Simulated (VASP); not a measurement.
KCdCO3F:

```
K Cd C O F
1.0
     5.04193    0.00000    0.00000
    -2.52096    4.36644    0.00000
     0.00000    0.00000    4.42406
K Cd C O F
1 1 1 3 1
Direct
  0.00000 0.00000 0.00000
  0.66667 0.33333 0.50000
  0.33333 0.66667 0.50000
  0.18641 0.37283 0.50000
  0.18641 0.81359 0.50000
  0.62717 0.81359 0.50000
  0.66667 0.33333 0.00000
```

Base run:

* Program: VASP 6.6.1
* Functional: r2SCAN
* Potentials or basis: VASP PAW PBE potentials, release 64 (K_sv, Cd, C, O, F)
* Cutoff: 520 eV
* k mesh: 6 × 6 × 6
* Occupations: gaussian, width 0.01 eV
* Spin: no spin polarisation

Its results: band gap on the k mesh 2.64 eV; pressure 1.1 GPa; largest force 0.357 eV/Å.

The run is repeated on the same cell with these changes: functional from r2SCAN to PBE. What comes out?

Band gap on the k mesh 2.00 eV; pressure 4.9 GPa; largest force 0.724 eV/Å.

Caveats: the PAW data sets were made with another functional, which shifts forces and pressure a little (at least some runs); the cell stands under pressure (at least some runs).

A k mesh can miss the band edges.
